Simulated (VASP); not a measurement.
# Ir in VASP: a series of runs

Ir is run at these levels: PBEsol; tasks: single point.

Everything below comes from runs of VASP 6.6.1. Logs are shortened: lines on timing, memory, paths and dates and some standing lists are left out, and cuts for length are marked.

## Step 1: The cell of the first run

The cell holds a slab with vacuum, 6 atoms: a = 2.709 Å, b = 2.709 Å, c = 27.060 Å, α = 90.00°, β = 90.00°, γ = 120.00°.

## Step 2: Single point, PBEsol

The input, INCAR:

```
PREC     = Accurate       # precision mode
ENCUT    = 520            # plane-wave cutoff, eV
EDIFF    = 1E-6           # SCF threshold, eV
ISMEAR   = -1             # smearing method
SIGMA    = 0.08           # smearing width, eV
LREAL    = F              # projectors in reciprocal space
LASPH    = T              # aspherical terms in the spheres
NELM     = 100            # most SCF steps
ALGO     = Normal         # electronic algorithm
ISIF     = 2              # what is computed and relaxed
LWAVE    = F              # write WAVECAR
LCHARG   = F              # write CHGCAR
LDIPOL   = T            
IDIPOL   = 3            
DIPOL    = 0.5 0.5 0.500
GGA      = PS             # functional
NBANDS   = 36             # bands
EFIELD   = -0.2
```

The input, KPOINTS:

```
Automatic mesh
0
Gamma
  14 14 1
```

The input, POSCAR:

```
Ir
1.0
    2.7091695293      0.0000000000      0.0000000000
   -1.3545847646      2.3462096355      0.0000000000
    0.0000000000      0.0000000000     27.0601000000
Ir
6
Direct
    0.1666666667      0.3333333333      0.2975314506
    0.5000000000      1.0000000000      0.3775878029
    0.8333333333      0.6666666667      0.4590008068
    0.1666666667      0.3333333333      0.5409991932
    0.5000000000      1.0000000000      0.6224121964
    0.8333333333      0.6666666667      0.7024685495
```

Potentials or basis: VASP PAW PBE potentials, release 64 (Ir).

On the command line:

```sh
cat potpaw_PBE.64/Ir/POTCAR > POTCAR
mpirun -np 1 vasp_std > vasp.out
```

OUTCAR:

```text
PREC = Accurate
   ENCUT = 520
   EDIFF = 1E-6
   ISMEAR = -1
   LREAL = F
   LASPH = T
   NELM = 100
   ISIF = 2
   GGA = PS

 ion  position               nearest neighbor table
   1  0.167  0.333  0.298-   2 2.67   2 2.67   2 2.67
   2  0.500  0.000  0.378-   1 2.67   1 2.67   1 2.67   3 2.70   3 2.70   3 2.70
   3  0.833  0.667  0.459-   2 2.70   2 2.70   2 2.70   4 2.71   4 2.71   4 2.71
   4  0.167  0.333  0.541-   5 2.70   5 2.70   5 2.70   3 2.71   3 2.71   3 2.71
   5  0.500  0.000  0.622-   6 2.67   6 2.67   6 2.67   4 2.70   4 2.70   4 2.70
   6  0.833  0.667  0.702-   5 2.67   5 2.67   5 2.67

  LATTYP: Found a hexagonal cell.
 ALAT       =     2.7091695293
 C/A-ratio  =     9.9883376464

  Lattice vectors:

 A1 = (   2.7091695293,   0.0000000000,   0.0000000000)
 A2 = (  -1.3545847646,   2.3462096355,   0.0000000000)
 A3 = (   0.0000000000,   0.0000000000,  27.0601000000)

Analysis of symmetry for initial positions (statically):
=====================================================================
 Subroutine PRICEL returns:
 Original cell was already a primitive cell.

 Routine SETGRP: Setting up the symmetry group for a
 hexagonal supercell.

 Subroutine GETGRP returns: Found 12 space group operations
 (whereof  4 operations were pure point group operations)
 out of a pool of 24 trial point group operations.

The static configuration has the point symmetry C_2h.
 The point group associated with its full space group is D_3d.

Analysis of symmetry for dynamics (positions and initial velocities):
=====================================================================
 An external electric field (EFIELD) may reduce the allowed symmetry operations
 Subroutine PRICEL returns:
 Original cell was already a primitive cell.

 Routine SETGRP: Setting up the symmetry group for a
 hexagonal supercell.

 Subroutine GETGRP returns: Found  6 space group operations
 (whereof  2 operations were pure point group operations)
 out of a pool of 24 trial point group operations.

The dynamic configuration has the point symmetry C_1h.
 The point group associated with its full space group is C_3v.

 Subroutine INISYM returns: Found  6 space group operations
 (whereof  2 operations are pure point group operations),
 and found     1 'primitive' translations

----------------------------------------------------------------------------------------

                                     Primitive cell

  volume of cell :     172.0016

  direct lattice vectors                    reciprocal lattice vectors
     2.709169529  0.000000000  0.000000000     0.369116805  0.213109687  0.000000000
    -1.354584765  2.346209636  0.000000000     0.000000000  0.426219373  0.000000000
     0.000000000  0.000000000 27.060100000     0.000000000  0.000000000  0.036954778

  length of vectors
     2.709169529  2.709169529 27.060100000     0.426219373  0.426219373  0.036954778

  position of ions in fractional coordinates (direct lattice)
     0.166666667  0.333333333  0.297531451
     0.500000000  0.000000000  0.377587803
     0.833333333  0.666666667  0.459000807
     0.166666667  0.333333333  0.540999193
     0.500000000  0.000000000  0.622412196
     0.833333333  0.666666667  0.702468549

  ion indices of the primitive-cell ions
   primitive index   ion index
                 1           1
                 2           2
                 3           3
                 4           4
                 5           5
                 6           6

----------------------------------------------------------------------------------------

 KPOINTS: Automatic mesh

Automatic generation of k-mesh.
 Grid dimensions read from file:
 generate k-points for:   14   14    1

 Generating k-lattice:

  Cartesian coordinates                     Fractional coordinates (reciprocal lattice)
     0.026365486  0.015222120  0.000000000     0.071428571  0.000000000  0.000000000
     0.000000000  0.030444241  0.000000000     0.000000000  0.071428571  0.000000000
     0.000000000  0.000000000  0.036954778     0.000000000  0.000000000  1.000000000

  Length of vectors
     0.030444241  0.030444241  0.036954778

  Shift w.r.t. Gamma in fractional coordinates (k-lattice)
     0.000000000  0.000000000  0.000000000

 Subroutine IBZKPT returns following result:
 ===========================================

 Found     24 irreducible k-points:

 Following reciprocal coordinates:
            Coordinates               Weight
  0.000000  0.000000  0.000000      1.000000
  0.071429 -0.000000  0.000000      6.000000
  0.142857 -0.000000  0.000000      6.000000
  0.214286  0.000000  0.000000      6.000000
  0.285714 -0.000000  0.000000      6.000000
  0.357143 -0.000000  0.000000      6.000000
[... 16 lines left out ...]
  0.285714  0.285714  0.000000      6.000000
  0.357143  0.285714  0.000000      6.000000
   k-points           NKPTS =     24   k-points in BZ     NKDIM =     24   number of bands    NBANDS=     36
   number of dos      NEDOS =    301   number of ions     NIONS =      6
   total plane-waves  NPLWV =  84000
   dimension x,y,z NGX =    20 NGY =   20 NGZ =  210
   dimension x,y,z NGXF=    40 NGYF=   40 NGZF=  420
   ions per type =               6
   NGX,Y,Z   is equivalent  to a cutoff of  12.27, 12.27, 12.90 a.u.
   NGXF,Y,Z  is equivalent  to a cutoff of  24.55, 24.55, 25.80 a.u.
 SYSTEM =  unknown system
   PREC   = accura    normal or accurate (medium, high low for compatibility)
   ISTART =      0    job   : 0-new  1-cont  2-samecut
   ICHARG =      2    charge: 1-file 2-atom 10-const
   ISPIN  =      1    spin polarized calculation?
   LNONCOLLINEAR =      F non collinear calculations
   LSORBIT =      F    spin-orbit coupling
   LASPH  =      T    aspherical Exc in radial PAW
   ENCUT  =  520.0 eV  38.22 Ry    6.18 a.u.   5.04  5.04 50.31*2*pi/ulx,y,z
   NELM   =    100;   NELMIN=  2; NELMDL= -5     # of ELM steps
   EDIFF  = 0.1E-05   stopping-criterion for ELM
   LREAL  =      F    real-space projection
   EDIFFG = 0.1E-04   stopping-criterion for IOM
   NSW    =      0    number of steps for IOM
   IBRION =     -1    ionic relax: 0-MD 1-quasi-New 2-CG
   NFREE  =      0    steps in history (QN), initial steepest desc. (CG)
   ISIF   =      2    stress and relaxation
   ISYM   =      2    0-nonsym 1-usesym 2-fastsym
   POTIM  = 0.5000    time-step for ionic-motion
   TEBEG  =    0.0;   TEEND  =   0.0 temperature during run
   PSTRESS=    0.0 pullay stress
   NELECT =      54.0000    total number of electrons
   NUPDOWN=      -1.0000    fix difference up-down
   EMIN   =  10.00;   EMAX   =-10.00  energy-range for DOS
   EFERMI =   0.00;   METHOD = LEGACY
   ISMEAR =    -1;   SIGMA  =   0.08  broadening in eV -4-tet -1-fermi 0-gaus
   EFERMI_NEDOS =   21; number of points for ismear=-14 and -15
   IALGO  =     38    algorithm
   IMIX   =      4    mixing-type and parameters
     AMIX     =   0.40;   BMIX     =  1.00
     AMIX_MAG =   1.60;   BMIX_MAG =  1.00
  volume/ion in A,a.u.               =      28.67       193.45
  Fermi-wavevector in a.u.,A,eV,Ry     =   1.112659  2.102620 16.844139  1.238009
  Thomas-Fermi vector in A             =   2.249235
   LORBIT       =      0    0 simple, 1 ext, 2 COOP (PROOUT), +10 PAW based schemes
   GGA     = PS    functional components
   LHFCALC =     F    Hartree Fock is set to
   AEXX    =    0.0000 exact exchange contribution
   IVDW    =     0    specifies the selected vdW correction
   LEPSILON=     F    determine dielectric tensor
   LRPA    =     F    only Hartree local field effects (RPA)
 non-spin polarized calculation
  energy-cutoff  :      520.00
  volume of cell :      172.00
 maximum number of plane-waves:      4677
   NGX = 11   NGY = 11   NGZ =101

 dipolmoment           0.000000      0.000000      0.064660 electrons x Angstroem

 number of electron      54.0000000 magnetization

 dipolmoment           0.000000      0.000000     -0.100092 electrons x Angstroem

 Free energy of the ion-electron system (eV)
  ---------------------------------------------------
  ext. energy  EPLUGINS =         0.00000000
  ---------------------------------------------------
  free energy    TOTEN  =       -56.86177356 eV

  energy without entropy =      -56.72201967  energy(sigma->0) =      -56.79189662

 E-fermi :   2.1755     XC(G=0):  -7.6195

 val. band max:        2.1464126543   @ k =   0.2857   0.2857   0.0000
 cond. band min:       2.1762517939   @ k =   0.2857  -0.0000   0.0000
 fundamental gap:      0.0298391395
 Fermi energy:         2.1755300674

 k-point     1 :       0.0000    0.0000    0.0000
  band No.  band energies     occupation
      1      -8.7933      2.00000
      2      -8.0397      2.00000
      3      -6.9505      2.00000
      4      -6.1288      2.00000
      5      -5.7832      2.00000
      6      -5.7421      2.00000
[... 28 lines left out ...]
     35       3.0598      0.00003
     36       3.0598      0.00003

 k-point     2 :       0.0714   -0.0000    0.0000
  band No.  band energies     occupation
      1      -8.5930      2.00000
      2      -7.8450      2.00000
      3      -6.7569      2.00000
      4      -5.9315      2.00000
      5      -5.5868      2.00000
      6      -5.5444      2.00000
[... 28 lines left out ...]
     35       3.0786      0.00003
     36       3.4674      0.00000

 k-point     3 :       0.1429   -0.0000    0.0000
  band No.  band energies     occupation
      1      -8.0228      2.00000
      2      -7.3012      2.00000
      3      -6.2320      2.00000
      4      -5.4029      2.00000
      5      -5.0559      2.00000
      6      -5.0078      2.00000
[... 28 lines left out ...]
     35       3.2607      0.00000
     36       4.6032      0.00000

 k-point     4 :       0.2143    0.0000    0.0000
  band No.  band energies     occupation
      1      -7.1905      2.00000
      2      -6.5494      2.00000
      3      -5.5955      2.00000
      4      -4.8534      2.00000
      5      -4.4511      2.00000
      6      -4.3283      2.00000
[... 28 lines left out ...]
     35       4.1123      0.00000
     36       5.6653      0.00000

 k-point     5 :       0.2857   -0.0000    0.0000
  band No.  band energies     occupation
      1      -6.3403      2.00000
      2      -5.8526      2.00000
      3      -5.2570      2.00000
      4      -4.7778      2.00000
      5      -4.2823      2.00000
      6      -4.2258      2.00000
[... 655 lines left out ...]
 k-point    22 :       0.3571    0.2143    0.0000
  band No.  band energies     occupation
      1      -4.8393      2.00000
      2      -4.7080      2.00000
      3      -4.3223      2.00000
      4      -4.2187      2.00000
      5      -4.0594      2.00000
      6      -3.7545      2.00000
[... 28 lines left out ...]
     35       8.1642      0.00000
     36       8.6297      0.00000

 k-point    23 :       0.2857    0.2857    0.0000
  band No.  band energies     occupation
      1      -4.4896      2.00000
      2      -4.4538      2.00000
      3      -4.1504      2.00000
      4      -3.9844      2.00000
      5      -3.8796      2.00000
      6      -3.4501      2.00000
[... 28 lines left out ...]
     35       8.6455      0.00000
     36       8.7217      0.00000

 k-point    24 :       0.3571    0.2857    0.0000
  band No.  band energies     occupation
      1      -4.4505      2.00000
      2      -4.2064      2.00000
      3      -4.0678      2.00000
      4      -3.9563      2.00000
      5      -3.6932      2.00000
      6      -3.5513      2.00000
[... 28 lines left out ...]
     35       8.3508      0.00000
     36       8.8402      0.00000

------------------------ aborting loop because EDIFF is reached ----------------------------------------

 vacuum level on the upper side and lower side of the slab       (xc-potential included)         1.246        -1.268

  FORCE on cell =-STRESS in cart. coord.  units (eV):
  Direction    XX          YY          ZZ          XY          YZ          ZX
  --------------------------------------------------------------------------------------
  -------------------------------------------------------------------------------------
  Total       -3.6346610     -3.6346610      0.4795156     -0.0000000     -0.0000000     -0.0000000
  in kB      -33.8565035    -33.8565035      4.4666396     -0.0000000     -0.0000000     -0.0000000
  external PRESSURE =     -21.0821225 kB  Pullay stress =       0.0000000 kB

 VOLUME and BASIS-vectors are now :
 -----------------------------------------------------------------------------
  energy-cutoff  :      520.00
  volume of cell :      172.00
      direct lattice vectors                 reciprocal lattice vectors
     2.709169529  0.000000000  0.000000000     0.369116805  0.213109687  0.000000000
    -1.354584765  2.346209636  0.000000000     0.000000000  0.426219373  0.000000000
     0.000000000  0.000000000 27.060100000     0.000000000  0.000000000  0.036954778

 POSITION                                       TOTAL-FORCE (eV/Angst)
 -----------------------------------------------------------------------------------
      0.00000      0.78207      8.05123        -0.000000      0.000000     -0.056584
      1.35458      0.00000     10.21756         0.000000      0.000000      0.009563
      1.35458      1.56414     12.42061        -0.000000      0.000000      0.004188
      0.00000      0.78207     14.63949        -0.000000      0.000000      0.001515
      1.35458      0.00000     16.84254         0.000000     -0.000000     -0.009536
      1.35458      1.56414     19.00887         0.000000     -0.000000      0.050853
 -----------------------------------------------------------------------------------
    total drift:                                0.000000     -0.000000     -0.000917

  FREE ENERGIE OF THE ION-ELECTRON SYSTEM (eV)
  ---------------------------------------------------
  free  energy   TOTEN  =       -56.8617735639 eV

  energy  without entropy=      -56.7220196718  energy(sigma->0) =      -56.79189662

 vacuum level on the upper side and lower side of the slab         9.008         6.551
```

Run time: 22 min. Hardware: 1 thread of Intel Xeon 8259CL, shared host; peak memory 0.34 GiB.

Results:

* Free energy: -56.8618 eV
* Largest force: 0.057 eV/Å
* Band gap on the k mesh: zero (bands 27 and 28 overlap by 2.28 eV)

Forces in eV/Å, atoms in the order of the input:
```
Ir   0.000  0.000 -0.057
Ir   0.000  0.000  0.010
Ir   0.000  0.000  0.004
Ir   0.000  0.000  0.002
Ir   0.000  0.000 -0.010
Ir   0.000  0.000  0.051
```

Caveat: the PAW data sets were made with another functional, which shifts forces and pressure a little; spin-orbit coupling is left out, which moves the levels of the heavy elements.

## Step 3: Single point, PBEsol

The input, INCAR:

```
SYSTEM = Ir
ALGO = Normal
EDIFF = 1E-6
ENCUT = 520
GGA = PS
ISIF = 2
ISMEAR = -1
LASPH = .TRUE.
LCHARG = .FALSE.
LREAL = .FALSE.
LWAVE = .FALSE.
NBANDS = 36
NELM = 100
PREC = Accurate
SIGMA = 0.08
```

The input, KPOINTS:

```
k-points
0
G
  14 14 1
  0 0 0
```

POSCAR is that of step 2.

Potentials or basis: VASP PAW PBE potentials, release 64 (Ir).

On the command line:

```sh
cat potpaw_PBE.64/Ir/POTCAR > POTCAR
mpirun -np 1 vasp_std > vasp.out
```

It took 6.8 min on 1 thread of Intel Xeon 8259CL, shared host; peak memory 0.33 GiB.

The run converged. Its results:

```yaml
Free_energy: -56.8521 eV
Largest_force: 0.054 eV/Å
Band_gap_on_the_k_mesh: zero (bands 27 and 28 overlap by 2.28 eV)
```

Forces in eV/Å, atoms in the order of the input:
```
Ir   0.000  0.000 -0.054
Ir   0.000  0.000  0.009
Ir   0.000  0.000  0.001
Ir   0.000  0.000 -0.001
Ir   0.000  0.000 -0.009
Ir   0.000  0.000  0.054
```

Levels at points of the mesh, in eV from the Fermi level:
```tsv
k point	band 22	band 23	band 24	band 25	band 26	band 27	band 28	band 29	band 30	band 31
(0.00, 0.00, 0.00)	-3.05	-2.34	-1.21	-1.21	-1.20	-1.20	-0.90	-0.90	-0.36	-0.24
(0.50, 0.00, 0.00)	0.21	0.21	0.80	0.96	1.02	1.08	1.15	1.36	1.63	1.65
```

Caveat: there is no dipole correction, which matters where the two faces differ; the PAW data sets were made with another functional, which shifts forces and pressure a little; spin-orbit coupling is left out, which moves the levels of the heavy elements.

The gap in the log of VASP goes by the Fermi energy; the results here count the filled bands.